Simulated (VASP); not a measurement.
Ti:

```
Ti
1.0
     4.60000    0.00000    0.00000
    -2.30000    3.98372    0.00000
     0.00000    0.00000    2.82000
Ti
3
Direct
  0.00000 0.00000 0.00000
  0.33333 0.66667 0.50000
  0.66667 0.33333 0.50000
```

Base run:

* Program: VASP 6.6.1
* Functional: BLYP
* Potentials or basis: VASP PAW PBE potentials, release 64 (Ti_sv)
* Cutoff: 520 eV
* k mesh: 7 × 7 × 10
* Occupations: methfessel-paxton, width 0.02 eV
* Spin: no spin polarisation

Its results: band gap on the k mesh zero (band 18 reaches 8.88 eV, above the bottom of band 19 at 8.67 eV); pressure 2.0 GPa.

Problem. The run is repeated on the same cell with these changes: functional from BLYP to PBEsol; further incar settings from ALGO = Normal; EDIFF = 1e-06; NBANDS = 25 to ALGO = Normal; EDIFF = 1e-07; NBANDS = 25. What comes out?

Solution. Band gap on the k mesh zero (band 18 reaches 8.33 eV, above the bottom of band 19 at 8.10 eV); pressure -5.1 GPa.

Caveats: the PAW data sets were made with another functional, which shifts forces and pressure a little.
